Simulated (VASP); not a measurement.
# Sn (Fddd) in VASP: single point with PBEsol

Aim: the single point of Sn with PBEsol.

All numbers are computed with VASP 6.6.1; they aren't measurements. Logs are shortened: lines on timing, memory, paths and dates and some standing lists are left out, and cuts for length are marked.

## Step 1: The cell of the first run

The structure is orthorhombic, space group Fddd (No. 70). The conventional cell has a = 6.329 Å, b = 6.491 Å, c = 6.653 Å, α = 90.00°, β = 90.00°, γ = 90.00°. Within 3.7 Å of Sn (site symmetry 222) lie 4 Sn at 2.81 Å.

## Step 2: Single point, PBEsol (strain +0.0250 x Voigt [1, -1, 0, 0, 0, 0])

INCAR reads:

```
  PREC = Accurate
  ENCUT = 520
  EDIFF = 1E-6
  ISMEAR = 0
  SIGMA = 0.15
  LREAL = F
  LASPH = T
  NELM = 80
  ALGO = Fast
  ISIF = 2
  LWAVE = F
  LCHARG = T
  GGA = PS
  LELF = T
  LVHAR = T
  NBANDS = 21
```

KPOINTS reads:

```
Automatic mesh
0
Gamma
  12 12 12
```

POSCAR reads:

```
Sn
1.0
    0.0000000000      3.1644600000      3.2456000000
    3.3267400000      0.0000000000      3.2456000000
    3.3267400000      3.1644600000      0.0000000000
Sn
2
Direct
    0.5000000000      0.5000000000      0.5000000000
    0.7500000000      0.7500000000      0.7500000000
```

Potentials or basis: VASP PAW PBE potentials, release 64 (Sn_d).

Launch:

```console
cat potpaw_PBE.64/Sn_d/POTCAR > POTCAR
mpirun -np 1 vasp_std > vasp.out
```

OUTCAR:

```text
PREC = Accurate
   ENCUT = 520
   EDIFF = 1E-6
   ISMEAR = 0
   LREAL = F
   LASPH = T
   NELM = 80
   ISIF = 2
   GGA = PS

 ion  position               nearest neighbor table
   1  0.500  0.500  0.500-   2 2.81   2 2.81   2 2.81   2 2.81
   2  0.750  0.750  0.750-   1 2.81   1 2.81   1 2.81   1 2.81

  LATTYP: Found a face centered orthorhombic cell.
 ALAT       =     6.3289200000
 B/A-ratio  =     1.0256410256
 C/A-ratio  =     1.0512820513

  Lattice vectors:

 A1 = (  -3.3267400000,   0.0000000000,  -3.2456000000)
 A2 = (  -3.3267400000,   3.1644600000,   0.0000000000)
 A3 = (   0.0000000000,   3.1644600000,  -3.2456000000)

Analysis of symmetry for initial positions (statically):
=====================================================================
 Subroutine PRICEL returns:
 Original cell was already a primitive cell.

 Routine SETGRP: Setting up the symmetry group for a
 face centered orthorhombic supercell.

 Subroutine GETGRP returns: Found  8 space group operations
 (whereof  4 operations were pure point group operations)
 out of a pool of  8 trial point group operations.

The static configuration has the point symmetry D_2 .
 The point group associated with its full space group is D_2h.

Analysis of symmetry for dynamics (positions and initial velocities):
=====================================================================
 Subroutine PRICEL returns:
 Original cell was already a primitive cell.

 Routine SETGRP: Setting up the symmetry group for a
 face centered orthorhombic supercell.

 Subroutine GETGRP returns: Found  8 space group operations
 (whereof  4 operations were pure point group operations)
 out of a pool of  8 trial point group operations.

The dynamic configuration has the point symmetry D_2 .
 The point group associated with its full space group is D_2h.

 Subroutine INISYM returns: Found  8 space group operations
 (whereof  4 operations are pure point group operations),
 and found     1 'primitive' translations

----------------------------------------------------------------------------------------

                                     Primitive cell

  volume of cell :      68.3350

  direct lattice vectors                    reciprocal lattice vectors
     0.000000000  3.164460000  3.245600000    -0.150297288  0.158004841  0.154054720
     3.326740000  0.000000000  3.245600000     0.150297288 -0.158004841  0.154054720
     3.326740000  3.164460000  0.000000000     0.150297288  0.158004841 -0.154054720

  length of vectors
     4.532960010  4.647700333  4.591405680     0.266997493  0.266997493  0.266997493

  position of ions in fractional coordinates (direct lattice)
     0.500000000  0.500000000  0.500000000
     0.750000000  0.750000000  0.750000000

  ion indices of the primitive-cell ions
   primitive index   ion index
                 1           1
                 2           2

----------------------------------------------------------------------------------------

 KPOINTS: Automatic mesh

Automatic generation of k-mesh.
 Grid dimensions read from file:
 generate k-points for:   12   12   12

 Generating k-lattice:

  Cartesian coordinates                     Fractional coordinates (reciprocal lattice)
    -0.012524774  0.013167070  0.012837893     0.083333333 -0.000000000  0.000000000
     0.012524774 -0.013167070  0.012837893    -0.000000000  0.083333333  0.000000000
     0.012524774  0.013167070 -0.012837893     0.000000000  0.000000000  0.083333333

  Length of vectors
     0.022249791  0.022249791  0.022249791

  Shift w.r.t. Gamma in fractional coordinates (k-lattice)
     0.000000000  0.000000000  0.000000000

 Subroutine IBZKPT returns following result:
 ===========================================

 Found    280 irreducible k-points:

 Following reciprocal coordinates:
            Coordinates               Weight
  0.000000  0.000000  0.000000      1.000000
  0.083333 -0.000000 -0.000000      8.000000
  0.166667  0.000000  0.000000      8.000000
  0.250000 -0.000000 -0.000000      8.000000
  0.333333 -0.000000 -0.000000      8.000000
  0.416667 -0.000000 -0.000000      8.000000
[... 16 lines left out ...]
  0.500000  0.166667 -0.000000      8.000000
 -0.416667  0.166667  0.000000      8.000000
 [... further k-points ...]
   k-points           NKPTS =    280   k-points in BZ     NKDIM =    280   number of bands    NBANDS=     21
   number of dos      NEDOS =    301   number of ions     NIONS =      2
   total plane-waves  NPLWV =  46656
   dimension x,y,z NGX =    36 NGY =   36 NGZ =   36
   dimension x,y,z NGXF=    72 NGYF=   72 NGZF=   72
   ions per type =               2
   NGX,Y,Z   is equivalent  to a cutoff of  13.20, 12.88, 13.03 a.u.
   NGXF,Y,Z  is equivalent  to a cutoff of  26.41, 25.75, 26.07 a.u.
 SYSTEM =  unknown system
   PREC   = accura    normal or accurate (medium, high low for compatibility)
   ISTART =      0    job   : 0-new  1-cont  2-samecut
   ICHARG =      2    charge: 1-file 2-atom 10-const
   ISPIN  =      1    spin polarized calculation?
   LNONCOLLINEAR =      F non collinear calculations
   LSORBIT =      F    spin-orbit coupling
   LASPH  =      T    aspherical Exc in radial PAW
   ENCUT  =  520.0 eV  38.22 Ry    6.18 a.u.   8.43  8.64  8.54*2*pi/ulx,y,z
   NELM   =     80;   NELMIN=  2; NELMDL= -5     # of ELM steps
   EDIFF  = 0.1E-05   stopping-criterion for ELM
   LREAL  =      F    real-space projection
[... 7 lines left out ...]
   TEBEG  =    0.0;   TEEND  =   0.0 temperature during run
   PSTRESS=    0.0 pullay stress
   NELECT =      28.0000    total number of electrons
   NUPDOWN=      -1.0000    fix difference up-down
   EMIN   =  10.00;   EMAX   =-10.00  energy-range for DOS
   EFERMI =   0.00;   METHOD = LEGACY
   ISMEAR =     0;   SIGMA  =   0.15  broadening in eV -4-tet -1-fermi 0-gaus
   EFERMI_NEDOS =   21; number of points for ismear=-14 and -15
   IALGO  =     68    algorithm
   IMIX   =      4    mixing-type and parameters
     AMIX     =   0.40;   BMIX     =  1.00
     AMIX_MAG =   1.60;   BMIX_MAG =  1.00
  volume/ion in A,a.u.               =      34.17       230.57
  Fermi-wavevector in a.u.,A,eV,Ry     =   1.215942  2.297798 20.116432  1.478516
  Thomas-Fermi vector in A             =   2.351313
   LORBIT       =      0    0 simple, 1 ext, 2 COOP (PROOUT), +10 PAW based schemes
   GGA     = PS    functional components
   LHFCALC =     F    Hartree Fock is set to
   AEXX    =    0.0000 exact exchange contribution
   IVDW    =     0    specifies the selected vdW correction
   LEPSILON=     F    determine dielectric tensor
   LRPA    =     F    only Hartree local field effects (RPA)
 non-spin polarized calculation
 RMM-DIIS sequential band-by-band and
 Gauss-broadening in eV      SIGMA  =   0.15
  energy-cutoff  :      520.00
  volume of cell :       68.34
 maximum number of plane-waves:      1866
 NGX is ok and might be reduce to    36
   NGX = 17   NGY = 17   NGZ = 17

 number of electron      27.9999996 magnetization

 Free energy of the ion-electron system (eV)
  ---------------------------------------------------
  ext. energy  EPLUGINS =         0.00000000
  ---------------------------------------------------
  free energy    TOTEN  =        -8.45353150 eV

  energy without entropy =       -8.45165217  energy(sigma->0) =       -8.45259184

 E-fermi :   5.4954     XC(G=0):  -9.0678

 val. band max:        5.4467460782   @ k =   0.4167  -0.0000  -0.0000
 cond. band min:       5.5237681892   @ k =   0.1667   0.0833   0.0833
 fundamental gap:      0.0770221110
 Fermi energy:         5.4953552186

 k-point     1 :       0.0000    0.0000    0.0000
  band No.  band energies     occupation
      1     -16.1211      2.00000
      2     -16.1104      2.00000
      3     -16.1012      2.00000
      4     -16.0538      2.00000
      5     -16.0472      2.00000
      6     -15.7551      2.00000
[... 13 lines left out ...]
     20      13.0839      0.00000
     21      13.3297      0.00000

 k-point     2 :       0.0833   -0.0000   -0.0000
  band No.  band energies     occupation
      1     -16.1243      2.00000
      2     -16.1136      2.00000
      3     -16.1047      2.00000
      4     -16.0454      2.00000
      5     -16.0399      2.00000
      6     -15.7623      2.00000
[... 13 lines left out ...]
     20      12.5232      0.00000
     21      12.9928      0.00000

 k-point     3 :       0.1667    0.0000    0.0000
  band No.  band energies     occupation
      1     -16.1337      2.00000
      2     -16.1216      2.00000
      3     -16.1043      2.00000
      4     -16.0285      2.00000
      5     -16.0243      2.00000
      6     -15.7772      2.00000
[... 13 lines left out ...]
     20      12.1840      0.00000
     21      12.5247      0.00000

 k-point     4 :       0.2500   -0.0000   -0.0000
  band No.  band energies     occupation
      1     -16.1436      2.00000
      2     -16.1296      2.00000
      3     -16.0988      2.00000
      4     -16.0117      2.00000
      5     -16.0085      2.00000
      6     -15.7916      2.00000
[... 13 lines left out ...]
     20      12.2860      0.00000
     21      12.4542      0.00000

 k-point     5 :       0.3333   -0.0000   -0.0000
  band No.  band energies     occupation
      1     -16.1508      2.00000
      2     -16.1347      2.00000
      3     -16.0924      2.00000
      4     -15.9991      2.00000
      5     -15.9966      2.00000
      6     -15.8019      2.00000
[... 13 lines left out ...]
     20      12.7894      0.00000
     21      12.8475      0.00000

 k-point     6 :       0.4167   -0.0000   -0.0000
  band No.  band energies     occupation
      1     -16.1549      2.00000
      2     -16.1372      2.00000
      3     -16.0875      2.00000
      4     -15.9921      2.00000
      5     -15.9898      2.00000
      6     -15.8076      2.00000
[... 13 lines left out ...]
     20      13.5341      0.00000
     21      13.7441      0.00000

 k-point     7 :       0.5000   -0.0000   -0.0000
  band No.  band energies     occupation
      1     -16.1562      2.00000
      2     -16.1379      2.00000
      3     -16.0856      2.00000
      4     -15.9900      2.00000
      5     -15.9877      2.00000
      6     -15.8093      2.00000
[... 13 lines left out ...]
     20      14.1942      0.00000
     21      14.3168      0.00000
[... 291 lines left out ...]
      1     -16.1446      2.00000
      2     -16.1278      2.00000
      3     -16.1095      2.00000
      4     -16.0154      2.00000
      5     -15.9782      2.00000
      6     -15.8423      2.00000
[... 13 lines left out ...]
     20      12.6836      0.00000
     21      13.5460      0.00000

 k-point    21 :       0.3333    0.1667   -0.0000
  band No.  band energies     occupation
      1     -16.1568      2.00000
      2     -16.1372      2.00000
      3     -16.0933      2.00000
      4     -15.9992      2.00000
      5     -15.9620      2.00000
      6     -15.8576      2.00000
[... 13 lines left out ...]
     20      13.0881      0.00000
     21      13.8297      0.00000

 k-point    22 :       0.4167    0.1667   -0.0000
  band No.  band energies     occupation
      1     -16.1667      2.00000
      2     -16.1446      2.00000
      3     -16.0752      2.00000
      4     -15.9838      2.00000
      5     -15.9550      2.00000
      6     -15.8620      2.00000
[... 13 lines left out ...]
     20      13.7023      0.00000
     21      14.4291      0.00000

 k-point    23 :       0.5000    0.1667   -0.0000
  band No.  band energies     occupation
      1     -16.1722      2.00000
      2     -16.1501      2.00000
      3     -16.0601      2.00000
      4     -15.9716      2.00000
      5     -15.9583      2.00000
      6     -15.8551      2.00000
[... 13 lines left out ...]
     20      13.9433      0.00000
     21      14.5521      0.00000

 k-point    24 :      -0.4167    0.1667    0.0000
  band No.  band energies     occupation
      1     -16.1723      2.00000
      2     -16.1535      2.00000
      3     -16.0528      2.00000
      4     -15.9739      2.00000
      5     -15.9595      2.00000
      6     -15.8446      2.00000
[... 13 lines left out ...]
     20      13.3470      0.00000
     21      13.5312      0.00000

 [... further k-points ...]

------------------------ aborting loop because EDIFF is reached ----------------------------------------

  FORCE on cell =-STRESS in cart. coord.  units (eV):
  Direction    XX          YY          ZZ          XY          YZ          ZX
  --------------------------------------------------------------------------------------
  -------------------------------------------------------------------------------------
  Total        0.0456093      0.6850988      0.4012080      0.0000000      0.0000000      0.0000000
  in kB        1.0693513     16.0627651      9.4066870      0.0000000      0.0000000      0.0000000
  external PRESSURE =       8.8462678 kB  Pullay stress =       0.0000000 kB

 VOLUME and BASIS-vectors are now :
 -----------------------------------------------------------------------------
  energy-cutoff  :      520.00
  volume of cell :       68.34
      direct lattice vectors                 reciprocal lattice vectors
     0.000000000  3.164460000  3.245600000    -0.150297288  0.158004841  0.154054720
     3.326740000  0.000000000  3.245600000     0.150297288 -0.158004841  0.154054720
     3.326740000  3.164460000  0.000000000     0.150297288  0.158004841 -0.154054720

 POSITION                                       TOTAL-FORCE (eV/Angst)
 -----------------------------------------------------------------------------------
      3.32674      3.16446      3.24560        -0.000000     -0.000000      0.000000
      4.99011      4.74669      4.86840         0.000000      0.000000     -0.000000
 -----------------------------------------------------------------------------------
    total drift:                                0.000000      0.000000      0.000000

  FREE ENERGIE OF THE ION-ELECTRON SYSTEM (eV)
  ---------------------------------------------------
  free  energy   TOTEN  =        -8.4535315035 eV

  energy  without entropy=       -8.4516521718  energy(sigma->0) =       -8.45259184
```

It took 2.3 min on 1 thread of Intel Xeon 6975P-C (Granite Rapids), shared host; peak memory 0.44 GiB.

What came out:

```
Free energy            : -8.4535 eV
Pressure               : 0.9 GPa
Band gap on the k mesh : zero (bands 14 and 15 overlap by 0.18 eV)
```

Stress tensor (GPa, compression positive):
```
0.11 0.00 0.00
0.00 1.61 0.00
0.00 0.00 0.94
```

Levels at points of the mesh, in eV from the Fermi level:
```tsv
k point	band 12	band 13	band 14	band 15	band 16	band 17
(0.00, 0.00, 0.00)	-0.72	-0.09	0.08	0.24	2.05	2.15
(0.50, 0.00, 0.00)	-6.33	-1.28	-0.97	-0.09	3.12	3.32
(0.50, 0.50, 0.00)	-7.54	-2.47	-2.47	0.75	0.75	7.59
(0.50, 0.00, 0.50)	-7.45	-2.61	-2.61	0.60	0.60	7.69
(0.00, 0.50, 0.50)	-7.63	-2.34	-2.34	0.91	0.91	7.64
```

Caveat: the cell differs from its parent crystal (strain +0.0250 x Voigt [1, -1, 0, 0, 0, 0]); the PAW data sets were made with another functional, which shifts forces and pressure a little; spin-orbit coupling is left out, which moves the levels of the heavy elements.

The gap in the log of VASP goes by the Fermi energy; the results here count the filled bands.